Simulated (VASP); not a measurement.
# Rh (P6_3/mmc) in VASP: a series of runs, part 3 of 3

VASP 6.6.1. Earlier steps stand in the parts before.

## Step 5: Single point, LDA

This run uses another cell than the first one, of 14.30 Å³/atom, 1.136 times its volume.

INCAR

```
SYSTEM = Rh
PREC     = Accurate       ! precision mode
ENCUT    = 520            ! plane-wave cutoff, eV
EDIFF    = 1E-6           ! SCF threshold, eV
ISMEAR   = -1             ! smearing method
SIGMA    = 0.1            ! smearing width, eV
LREAL    = .FALSE.        ! projectors in reciprocal space
LASPH    = .TRUE.         ! aspherical terms in the spheres
NELM     = 100            ! most SCF steps
ALGO     = Normal         ! electronic algorithm
ISIF     = 2              ! what is computed and relaxed
LWAVE    = .FALSE.        ! write WAVECAR
LCHARG   = .FALSE.        ! write CHGCAR
GGA      = CA             ! functional
NBANDS   = 22             ! bands
```

KPOINTS

```
regular mesh
0
G
  10 10 5
  0 0 0
```

POSCAR

```
Rh
1.0
    2.7309800000      0.0000000000      0.0000000000
   -1.3654900000      2.3651000000      0.0000000000
    0.0000000000      0.0000000000      4.4284900000
Rh
2
Direct
    0.6666666667      0.3333333333      0.7500000000
    0.3333333333      0.6666666667      0.2500000000
```

Potentials or basis: VASP PAW LDA potentials, release 64 (Rh_pv).

Launch:

```bash
$ cat potpaw_LDA.64/Rh_pv/POTCAR > POTCAR
$ mpirun -np 1 vasp_std > vasp.out
```

OUTCAR:

```text
SYSTEM = Rh
   PREC = Accurate
   ENCUT = 520
   EDIFF = 1E-6
   ISMEAR = -1
   LREAL = .FALSE.
   LASPH = .TRUE.
   NELM = 100
   ISIF = 2
   GGA = CA

 ion  position               nearest neighbor table
   1  0.667  0.333  0.750-   2 2.72   2 2.72   2 2.72   2 2.72   2 2.72   2 2.72
   2  0.333  0.667  0.250-   1 2.72   1 2.72   1 2.72   1 2.72   1 2.72   1 2.72

  LATTYP: Found a hexagonal cell.
 ALAT       =     2.7309800000
 C/A-ratio  =     1.6215754052

  Lattice vectors:

 A1 = (   2.7309800000,   0.0000000000,   0.0000000000)
 A2 = (  -1.3654900000,   2.3651000000,   0.0000000000)
 A3 = (   0.0000000000,   0.0000000000,   4.4284900000)

Analysis of symmetry for initial positions (statically):
=====================================================================
 Subroutine PRICEL returns:
 Original cell was already a primitive cell.

 Routine SETGRP: Setting up the symmetry group for a
 hexagonal supercell.

 Subroutine GETGRP returns: Found 24 space group operations
 (whereof 12 operations were pure point group operations)
 out of a pool of 24 trial point group operations.

The static configuration has the point symmetry D_3d.
 The point group associated with its full space group is D_6h.

Analysis of symmetry for dynamics (positions and initial velocities):
=====================================================================
 Subroutine PRICEL returns:
 Original cell was already a primitive cell.

 Routine SETGRP: Setting up the symmetry group for a
 hexagonal supercell.

 Subroutine GETGRP returns: Found 24 space group operations
 (whereof 12 operations were pure point group operations)
 out of a pool of 24 trial point group operations.

The dynamic configuration has the point symmetry D_3d.
 The point group associated with its full space group is D_6h.

 Subroutine INISYM returns: Found 24 space group operations
 (whereof 12 operations are pure point group operations),
 and found     1 'primitive' translations

----------------------------------------------------------------------------------------

                                     Primitive cell

  volume of cell :      28.6038

  direct lattice vectors                    reciprocal lattice vectors
     2.730980000  0.000000000  0.000000000     0.366168921  0.211407551  0.000000000
    -1.365490000  2.365100000  0.000000000     0.000000000  0.422815103  0.000000000
     0.000000000  0.000000000  4.428490000     0.000000000  0.000000000  0.225810604

  length of vectors
     2.730980000  2.730981682  4.428490000     0.422815363  0.422815103  0.225810604

  position of ions in fractional coordinates (direct lattice)
     0.666666667  0.333333333  0.750000000
     0.333333333  0.666666667  0.250000000

  ion indices of the primitive-cell ions
   primitive index   ion index
                 1           1
                 2           2

----------------------------------------------------------------------------------------

 KPOINTS: regular mesh

Automatic generation of k-mesh.
 Grid dimensions read from file:
 generate k-points for:   10   10    5

 Generating k-lattice:

  Cartesian coordinates                     Fractional coordinates (reciprocal lattice)
     0.036616892  0.021140755  0.000000000     0.100000000 -0.000000000  0.000000000
     0.000000000  0.042281510  0.000000000     0.000000000  0.100000000  0.000000000
     0.000000000  0.000000000  0.045162121     0.000000000  0.000000000  0.200000000

  Length of vectors
     0.042281536  0.042281510  0.045162121

  Shift w.r.t. Gamma in fractional coordinates (k-lattice)
     0.000000000  0.000000000  0.000000000

 Subroutine IBZKPT returns following result:
 ===========================================

 Found     42 irreducible k-points:

 Following reciprocal coordinates:
            Coordinates               Weight
  0.000000  0.000000  0.000000      1.000000
  0.100000 -0.000000  0.000000      6.000000
  0.200000 -0.000000  0.000000      6.000000
  0.300000 -0.000000  0.000000      6.000000
  0.400000 -0.000000  0.000000      6.000000
  0.500000 -0.000000  0.000000      3.000000
[... 16 lines left out ...]
  0.300000  0.100000  0.200000     24.000000
  0.400000  0.100000  0.200000     24.000000
 [... further k-points ...]
   k-points           NKPTS =     42   k-points in BZ     NKDIM =     42   number of bands    NBANDS=     22
   number of dos      NEDOS =    301   number of ions     NIONS =      2
   total plane-waves  NPLWV =  14400
   dimension x,y,z NGX =    20 NGY =   20 NGZ =   36
   dimension x,y,z NGXF=    40 NGYF=   40 NGZF=   72
   ions per type =               2
   NGX,Y,Z   is equivalent  to a cutoff of  12.17, 12.17, 13.51 a.u.
   NGXF,Y,Z  is equivalent  to a cutoff of  24.35, 24.35, 27.03 a.u.
 SYSTEM =  Rh
   PREC   = accura    normal or accurate (medium, high low for compatibility)
   ISTART =      0    job   : 0-new  1-cont  2-samecut
   ICHARG =      2    charge: 1-file 2-atom 10-const
   ISPIN  =      1    spin polarized calculation?
   LNONCOLLINEAR =      F non collinear calculations
   LSORBIT =      F    spin-orbit coupling
   LASPH  =      T    aspherical Exc in radial PAW
   ENCUT  =  520.0 eV  38.22 Ry    6.18 a.u.   5.08  5.08  8.23*2*pi/ulx,y,z
   NELM   =    100;   NELMIN=  2; NELMDL= -5     # of ELM steps
   EDIFF  = 0.1E-05   stopping-criterion for ELM
   LREAL  =      F    real-space projection
   EDIFFG = 0.1E-04   stopping-criterion for IOM
   NSW    =      0    number of steps for IOM
   IBRION =     -1    ionic relax: 0-MD 1-quasi-New 2-CG
   NFREE  =      0    steps in history (QN), initial steepest desc. (CG)
   ISIF   =      2    stress and relaxation
   ISYM   =      2    0-nonsym 1-usesym 2-fastsym
   POTIM  = 0.5000    time-step for ionic-motion
   TEBEG  =    0.0;   TEEND  =   0.0 temperature during run
   PSTRESS=    0.0 pullay stress
   NELECT =      30.0000    total number of electrons
   NUPDOWN=      -1.0000    fix difference up-down
   EMIN   =  10.00;   EMAX   =-10.00  energy-range for DOS
   EFERMI =   0.00;   METHOD = LEGACY
   ISMEAR =    -1;   SIGMA  =   0.10  broadening in eV -4-tet -1-fermi 0-gaus
   EFERMI_NEDOS =   21; number of points for ismear=-14 and -15
   IALGO  =     38    algorithm
   IMIX   =      4    mixing-type and parameters
     AMIX     =   0.40;   BMIX     =  1.00
     AMIX_MAG =   1.60;   BMIX_MAG =  1.00
  volume/ion in A,a.u.               =      14.30        96.51
  Fermi-wavevector in a.u.,A,eV,Ry     =   1.663313  3.143206 37.642022  2.766611
  Thomas-Fermi vector in A             =   2.750052
   LORBIT       =      0    0 simple, 1 ext, 2 COOP (PROOUT), +10 PAW based schemes
   GGA     = CA    functional components
   LHFCALC =     F    Hartree Fock is set to
   AEXX    =    0.0000 exact exchange contribution
   IVDW    =     0    specifies the selected vdW correction
   LEPSILON=     F    determine dielectric tensor
   LRPA    =     F    only Hartree local field effects (RPA)
 non-spin polarized calculation
  energy-cutoff  :      520.00
  volume of cell :       28.60
 maximum number of plane-waves:       785
   NGX = 11   NGY = 11   NGZ = 17

 number of electron      30.0000010 magnetization

 Free energy of the ion-electron system (eV)
  ---------------------------------------------------
  ext. energy  EPLUGINS =         0.00000000
  ---------------------------------------------------
  free energy    TOTEN  =       -17.21168208 eV

  energy without entropy =      -17.08834351  energy(sigma->0) =      -17.15001280

 E-fermi :  11.0757     XC(G=0): -14.1001

 val. band max:       11.0719022071   @ k =   0.3000   0.1000   0.4000
 cond. band min:      11.1113362426   @ k =   0.4000  -0.0000   0.0000
 fundamental gap:      0.0394340355
 Fermi energy:        11.0757255392

 k-point     1 :       0.0000    0.0000    0.0000
  band No.  band energies     occupation
      1     -35.7446      2.00000
      2     -35.1764      2.00000
      3     -35.1764      2.00000
      4     -35.0823      2.00000
      5     -35.0820      2.00000
      6     -35.0820      2.00000
[... 14 lines left out ...]
     21      29.0688      0.00000
     22      29.6782      0.00000

 k-point     2 :       0.1000   -0.0000    0.0000
  band No.  band energies     occupation
      1     -35.7241      2.00000
      2     -35.2228      2.00000
      3     -35.1914      2.00000
      4     -35.1300      2.00000
      5     -35.0908      2.00000
      6     -35.0895      2.00000
[... 542 lines left out ...]
 k-point    24 :       0.4000    0.1000    0.2000
  band No.  band energies     occupation
      1     -35.6715      2.00000
      2     -35.5828      2.00000
      3     -35.4042      2.00000
      4     -35.3216      2.00000
      5     -35.2421      2.00000
      6     -35.1973      2.00000
[... 14 lines left out ...]
     21      23.6063      0.00000
     22      25.5624      0.00000

 [... further k-points ...]
[... 5 lines left out ...]
  --------------------------------------------------------------------------------------
  -------------------------------------------------------------------------------------
  Total       -3.2193522     -3.2193575     -3.2977476      0.0000000      0.0000000      0.0000000
  in kB     -180.3247668   -180.3250631   -184.7159060      0.0000000      0.0000000      0.0000000
  external PRESSURE =    -181.7885786 kB  Pullay stress =       0.0000000 kB

 VOLUME and BASIS-vectors are now :
 -----------------------------------------------------------------------------
  energy-cutoff  :      520.00
  volume of cell :       28.60
      direct lattice vectors                 reciprocal lattice vectors
     2.730980000  0.000000000  0.000000000     0.366168921  0.211407551  0.000000000
    -1.365490000  2.365100000  0.000000000     0.000000000  0.422815103  0.000000000
     0.000000000  0.000000000  4.428490000     0.000000000  0.000000000  0.225810604

 POSITION                                       TOTAL-FORCE (eV/Angst)
 -----------------------------------------------------------------------------------
      1.36549      0.78837      3.32137         0.000000     -0.000000      0.000000
     -0.00000      1.57673      1.10712        -0.000000      0.000000      0.000000
 -----------------------------------------------------------------------------------
    total drift:                               -0.000000      0.000000     -0.000000

  FREE ENERGIE OF THE ION-ELECTRON SYSTEM (eV)
  ---------------------------------------------------
  free  energy   TOTEN  =       -17.2116820841 eV

  energy  without entropy=      -17.0883435147  energy(sigma->0) =      -17.15001280
```

It took 22 s on 1 thread of AMD EPYC 7R43 (Zen 3), shared host; peak memory 0.1 GiB.

What came out:

```
Free energy            : -17.2117 eV
Pressure               : -18.2 GPa
Band gap on the k mesh : zero (band 15 reaches 11.68 eV, above the bottom of band 16 at 9.50 eV)
```

Levels at points of the mesh, in eV from the Fermi level:
| k point | band 12 | band 13 | band 14 | band 15 | band 16 | band 17 | band 18 | band 19 |
| --- | --- | --- | --- | --- | --- | --- | --- | --- |
| (0.00, 0.00, 0.00) | -2.38 | -2.38 | -1.78 | -1.78 | 0.15 | 0.15 | 0.72 | 8.16 |
| (0.50, 0.00, 0.00) | -2.13 | -2.04 | 0.42 | 0.60 | 0.70 | 2.91 | 4.92 | 9.96 |

## Step 6: Single point, LDA

This run uses another cell than the first one, of 14.87 Å³/atom, 1.182 times its volume.

INCAR

```
SYSTEM = Rh
ALGO = Normal
EDIFF = 1E-6
ENCUT = 520
ISIF = 2
ISMEAR = -1
LASPH = .True.
LCHARG = .True.
LELF = .True.
LREAL = .False.
LVHAR = .True.
LWAVE = .False.
NBANDS = 22
NELM = 60
PREC = Accurate
SIGMA = 0.1
```

KPOINTS

```
k-points
0
Gamma
  10 10 5
  0 0 0
```

POSCAR

```
Rh
1.0
    2.7669180686      0.0000000000      0.0000000000
   -1.3834590343      2.3962233060      0.0000000000
    0.0000000000      0.0000000000      4.4867662882
Rh
2
Direct
    0.6666666667      0.3333333333      0.7500000000
    0.3333333333      0.6666666667      0.2500000000
```

Potentials or basis: VASP PAW LDA potentials, release 64 (Rh_pv).

Launch:

```bash
$ cat potpaw_LDA.64/Rh_pv/POTCAR > POTCAR
$ mpirun -np 1 vasp_std > vasp.out
```

It took 29 s on 1 thread of AMD EPYC 7R43 (Zen 3), shared host; peak memory 0.11 GiB.

Results (log left out):

```
Free energy            : -17.0549 eV
Pressure               : -25.6 GPa
Band gap on the k mesh : zero (band 15 reaches 10.95 eV, above the bottom of band 16 at 8.90 eV)
```

Stress tensor (GPa, compression positive):
```
-25.40   0.00   0.00
  0.00 -25.40   0.00
  0.00   0.00 -26.02
```

Levels at points of the mesh, in eV from the Fermi level:
```tsv
k point	band 12	band 13	band 14	band 15	band 16	band 17	band 18	band 19
(0.00, 0.00, 0.00)	-2.24	-2.24	-1.67	-1.67	0.14	0.14	0.77	7.79
(0.50, 0.00, 0.00)	-2.01	-1.92	0.39	0.56	0.66	2.80	4.73	9.68
```

## Step 7: Summary

```tsv
cell	gap on the mesh (eV)	pressure (GPa)
a = 2.617, b = 2.617, c = 4.244 Å, angles 90.0, 90.0, 120.0°, 2 atoms	none	20.8
a = 2.656, b = 2.656, c = 4.307 Å, angles 90.0, 90.0, 120.0°, 2 atoms	none	4.3
a = 2.694, b = 2.694, c = 4.369 Å, angles 90.0, 90.0, 120.0°, 2 atoms	none	-8.4
a = 2.731, b = 2.731, c = 4.428 Å, angles 90.0, 90.0, 120.0°, 2 atoms	none	-18.2
a = 2.767, b = 2.767, c = 4.487 Å, angles 90.0, 90.0, 120.0°, 2 atoms	none	-25.6
```

Alike in all rows: task single point; level LDA; potentials or basis VASP PAW LDA potentials, release 64 (Rh_pv); no spin polarisation; k mesh 10 × 10 × 5; cutoff (eV) 520; smearing fermi-dirac 0.1 eV.

Total energies depend on the potentials used, so only differences within one code and one set of settings carry meaning.
